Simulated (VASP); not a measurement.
# SiB6 (Amm2) in VASP: further runs, part 2 of 2

VASP 6.6.1. The steps go on from the part before.

### 3 Relaxation of cell and atoms, PBE

Input file INCAR:

```
PREC     = Accurate       # precision mode
ENCUT    = 600            # plane-wave cutoff, eV
EDIFF    = 1E-7           # SCF threshold, eV
ISMEAR   = 0              # smearing method
SIGMA    = 0.1            # smearing width, eV
LREAL    = False          # projectors in reciprocal space
LASPH    = True           # aspherical terms in the spheres
NELM     = 100            # most SCF steps
ALGO     = Normal         # electronic algorithm
ISIF     = 3              # what is computed and relaxed
LWAVE    = False          # write WAVECAR
LCHARG   = False          # write CHGCAR
GGA      = PE             # functional
IBRION   = 2              # ionic algorithm
NSW      = 90             # ionic steps
EDIFFG   = -0.04          # ionic threshold
```

Input file KPOINTS:

```
Automatic mesh
0
Gamma
  4 6 6
```

Input file POSCAR:

```
SiB6
1.0
    5.5069649100      0.0000000000      0.0000000000
    0.0000000000      3.3831396000      1.6689105300
    0.0000000000     -3.3831396000      1.6689105300
Si B
1 6
Direct
    0.5000000000      0.2938227000      0.2938227000
    0.7859971300      0.5824084400      0.5824084400
    0.2140028700      0.5824084400      0.5824084400
    0.5000000000      0.7098660300      0.2988046600
    0.5000000000      0.2988046600      0.7098660300
    0.0000000000      0.3444922500      0.6834073000
    0.0000000000      0.6834073000      0.3444922500
```

Potentials or basis: VASP PAW PBE potentials, release 64 (Si, B).

The run is started by

```sh
> cat potpaw_PBE.64/Si/POTCAR potpaw_PBE.64/B/POTCAR > POTCAR
> mpirun -np 1 vasp_std > vasp.out
```

OUTCAR:

```text
PREC = Accurate
   ENCUT = 600
   EDIFF = 1E-7
   ISMEAR = 0
   LREAL = False
   LASPH = True
   NELM = 100
   ISIF = 3
   GGA = PE
   IBRION = 2
   NSW = 90
   EDIFFG = -0.04

 ion  position               nearest neighbor table
   1  0.500  0.294  0.294-   4 1.56   5 1.56   2 1.85   3 1.85   5 2.21   4 2.21
   2  0.786  0.582  0.582-   6 1.66   7 1.66   1 1.85   4 2.12   5 2.12
   3  0.214  0.582  0.582-   6 1.66   7 1.66   1 1.85   4 2.12   5 2.12
   4  0.500  0.710  0.299-   1 1.56   5 1.77   5 1.77   3 2.12   2 2.12   1 2.21
   5  0.500  0.299  0.710-   1 1.56   4 1.77   4 1.77   3 2.12   2 2.12   1 2.21
   6  0.000  0.344  0.683-   2 1.66   3 1.66   7 1.99   7 1.99
   7  0.000  0.683  0.344-   2 1.66   3 1.66   6 1.99   6 1.99

  LATTYP: Found a base centered orthorhombic cell.
 ALAT       =     3.3378210600
 B/A-ratio  =     2.0271545653
 C/A-ratio  =     1.6498682257

  Lattice vectors:

 A1 = (   0.0000000000,   3.3831396000,   1.6689105300)
 A2 = (   0.0000000000,  -3.3831396000,   1.6689105300)
 A3 = (   5.5069649100,   0.0000000000,   0.0000000000)

Analysis of symmetry for initial positions (statically):
=====================================================================
 Subroutine PRICEL returns:
 Original cell was already a primitive cell.

 Routine SETGRP: Setting up the symmetry group for a
 base centered orthorhombic supercell.

 Subroutine GETGRP returns: Found  4 space group operations
 (whereof  4 operations were pure point group operations)
 out of a pool of  8 trial point group operations.

The static configuration has the point symmetry C_2v.

Analysis of symmetry for dynamics (positions and initial velocities):
=====================================================================
 Subroutine PRICEL returns:
 Original cell was already a primitive cell.

 Routine SETGRP: Setting up the symmetry group for a
 base centered orthorhombic supercell.

 Subroutine GETGRP returns: Found  4 space group operations
 (whereof  4 operations were pure point group operations)
 out of a pool of  8 trial point group operations.

The dynamic configuration has the point symmetry C_2v.

 Subroutine INISYM returns: Found  4 space group operations
 (whereof  4 operations are pure point group operations),
 and found     1 'primitive' translations

----------------------------------------------------------------------------------------

                                     Primitive cell

  volume of cell :      62.1864

  direct lattice vectors                    reciprocal lattice vectors
     5.506964910  0.000000000  0.000000000     0.181588228  0.000000000  0.000000000
     0.000000000  3.383139600  1.668910530     0.000000000  0.147791714  0.299596648
     0.000000000 -3.383139600  1.668910530     0.000000000 -0.147791714  0.299596648

  length of vectors
     5.506964910  3.772385970  3.772385970     0.181588228  0.334066673  0.334066673

  position of ions in fractional coordinates (direct lattice)
     0.500000000  0.293822700  0.293822700
     0.785997130  0.582408440  0.582408440
     0.214002870  0.582408440  0.582408440
     0.500000000  0.709866030  0.298804660
     0.500000000  0.298804660  0.709866030
     0.000000000  0.344492250  0.683407300
     0.000000000  0.683407300  0.344492250

  ion indices of the primitive-cell ions
   primitive index   ion index
[... 81 lines left out ...]
   EDIFFG = -.4E-01   stopping-criterion for IOM
   NSW    =     90    number of steps for IOM
   IBRION =      2    ionic relax: 0-MD 1-quasi-New 2-CG
   NFREE  =      1    steps in history (QN), initial steepest desc. (CG)
   ISIF   =      3    stress and relaxation
   ISYM   =      2    0-nonsym 1-usesym 2-fastsym
   POTIM  = 0.5000    time-step for ionic-motion
   TEBEG  =    0.0;   TEEND  =   0.0 temperature during run
   PSTRESS=    0.0 pullay stress
   NELECT =      22.0000    total number of electrons
   NUPDOWN=      -1.0000    fix difference up-down
   EMIN   =  10.00;   EMAX   =-10.00  energy-range for DOS
   EFERMI =   0.00;   METHOD = LEGACY
   ISMEAR =     0;   SIGMA  =   0.10  broadening in eV -4-tet -1-fermi 0-gaus
   EFERMI_NEDOS =   21; number of points for ismear=-14 and -15
   IALGO  =     38    algorithm
   IMIX   =      4    mixing-type and parameters
     AMIX     =   0.40;   BMIX     =  1.00
     AMIX_MAG =   1.60;   BMIX_MAG =  1.00
  volume/ion in A,a.u.               =       8.88        59.95
  Fermi-wavevector in a.u.,A,eV,Ry     =   1.157846  2.188011 18.240056  1.340606
  Thomas-Fermi vector in A             =   2.294453
   LORBIT       =      0    0 simple, 1 ext, 2 COOP (PROOUT), +10 PAW based schemes
   GGA     = PE    functional components
   LHFCALC =     F    Hartree Fock is set to
   AEXX    =    0.0000 exact exchange contribution
   IVDW    =     0    specifies the selected vdW correction
   LEPSILON=     F    determine dielectric tensor
   LRPA    =     F    only Hartree local field effects (RPA)
 conjugate gradient relaxation of ions
 non-spin polarized calculation
 Gauss-broadening in eV      SIGMA  =   0.10
  energy-cutoff  :      600.00
  volume of cell :       62.19
 maximum number of plane-waves:      2098
 NGX is ok and might be reduce to    48
   NGX = 21   NGY = 15   NGZ = 15

--------------------------------------- Ionic step        1  -------------------------------------------

 number of electron      22.0000000 magnetization

 Free energy of the ion-electron system (eV)
  ---------------------------------------------------
  ext. energy  EPLUGINS =         0.00000000
  ---------------------------------------------------
  free energy    TOTEN  =       -32.76804807 eV

  energy without entropy =      -32.74788273  energy(sigma->0) =      -32.75796540

------------------------ aborting loop because EDIFF is reached ----------------------------------------

  FORCE on cell =-STRESS in cart. coord.  units (eV):
  Direction    XX          YY          ZZ          XY          YZ          ZX
  --------------------------------------------------------------------------------------
  -------------------------------------------------------------------------------------
  Total       14.1457612     27.3670370      3.2970523      0.0000000      0.0000000      0.0000000
  in kB      364.4530822    705.0876091     84.9456485      0.0000000      0.0000000      0.0000000
  external PRESSURE =     384.8287799 kB  Pullay stress =       0.0000000 kB
[... 104 lines left out ...]
  FREE ENERGIE OF THE ION-ELECTRON SYSTEM (eV)
  ---------------------------------------------------
  free  energy   TOTEN  =       -34.7001820942 eV

  energy  without entropy=      -34.6803756559  energy(sigma->0) =      -34.69027888

[... ionic steps 4 to 34 ...]

--------------------------------------- Ionic step       35  -------------------------------------------

 number of electron      22.0000000 magnetization

------------------------ aborting loop because EDIFF is reached ----------------------------------------
[... 77 lines left out ...]
--------------------------------------- Ionic step       37  -------------------------------------------

 number of electron      22.0000000 magnetization

 Free energy of the ion-electron system (eV)
  ---------------------------------------------------
  ext. energy  EPLUGINS =         0.00000000
  ---------------------------------------------------
  free energy    TOTEN  =       -40.70018262 eV

  energy without entropy =      -40.69365658  energy(sigma->0) =      -40.69691960

 E-fermi :   6.4363     XC(G=0): -11.3219

 val. band max:        6.4170075054   @ k =   0.5000  -0.3333   0.1667
 cond. band min:       6.4589878894   @ k =   0.5000   0.1667   0.1667
 fundamental gap:      0.0419803840
 Fermi energy:         6.4362673594

 k-point     1 :       0.0000    0.0000    0.0000
  band No.  band energies     occupation
      1      -9.8674      2.00000
      2      -4.6362      2.00000
      3      -3.5631      2.00000
      4       0.6321      2.00000
      5       0.8003      2.00000
      6       2.8115      2.00000
      7       3.5148      2.00000
      8       3.6024      2.00000
      9       3.7827      2.00000
     10       4.7748      2.00000
     11       6.4078      1.31227
     12       8.5158      0.00000
     13       8.6748      0.00000
     14       9.2966      0.00000
[... 401 lines left out ...]
      2      -4.9590      2.00000
      3      -3.1895      2.00000
      4      -0.7863      2.00000
      5       0.0663      2.00000
      6       0.7242      2.00000
      7       1.3342      2.00000
      8       3.9130      2.00000
      9       4.3451      2.00000
     10       5.1849      2.00000
     11       6.4170      1.21467
     12       7.4688      0.00000
     13       8.2990      0.00000
     14      10.1475      0.00000
     15      10.4459      0.00000

 [... further k-points ...]
[... 5 lines left out ...]
  --------------------------------------------------------------------------------------
  -------------------------------------------------------------------------------------
  Total       -0.1289993      0.0223730      0.0496243      0.0000000      0.0000000      0.0000000
  in kB       -3.4412443      0.5968334      1.3238000      0.0000000      0.0000000      0.0000000
  external PRESSURE =      -0.5068703 kB  Pullay stress =       0.0000000 kB
[... 22 lines left out ...]
  FREE ENERGIE OF THE ION-ELECTRON SYSTEM (eV)
  ---------------------------------------------------
  free  energy   TOTEN  =       -40.7001826198 eV

  energy  without entropy=      -40.6936565767  energy(sigma->0) =      -40.69691960

 reached required accuracy - stopping structural energy minimisation
```

Wall time 29 min (1 thread of Intel Xeon 8259CL, shared host); peak memory 0.22 GiB.

Results:

```
Free energy                           : -40.7002 eV
Relaxed volume                        : 8.58 Å³/atom
Relaxed cell                          : a = 5.715 Å, b = 3.678 Å, c = 3.678 Å, α = 129.00°, β = 90.00°, γ = 90.00°
Space group after relaxing (to 0.1 Å) : Cmmm (No. 65)
Pressure after relaxing               : -0.1 GPa
Largest force after relaxing          : 0.020 eV/Å
Band gap on the k mesh                : zero (bands 11 and 12 overlap by 3.10 eV)
```

Forces in eV/Å, atoms in the order of the input:
```
Si   0.000  0.000  0.020
B    0.004  0.000 -0.005
B   -0.004  0.000 -0.005
B    0.000  0.013  0.004
B    0.000 -0.013  0.004
B    0.000  0.016 -0.009
B    0.000 -0.016 -0.009
```

Final structure:
```xyz
7
Lattice="5.7146 0.0000 0.0000 0.0000 3.3193 1.5831 0.0000 -3.3193 1.5831" Properties=species:S:1:pos:R:3 pbc="T T T"
Si    2.8573    0.0000    0.2221
B     4.2286    0.0000    1.8073
B     1.4860    0.0000    1.8073
B     2.8573    1.2169    1.8050
B     2.8573   -1.2169    1.8050
B     5.7146   -0.9857    1.8100
B     5.7146    0.9857    1.8100
```

The gap in the log of VASP goes by the Fermi energy; the results here count the filled bands.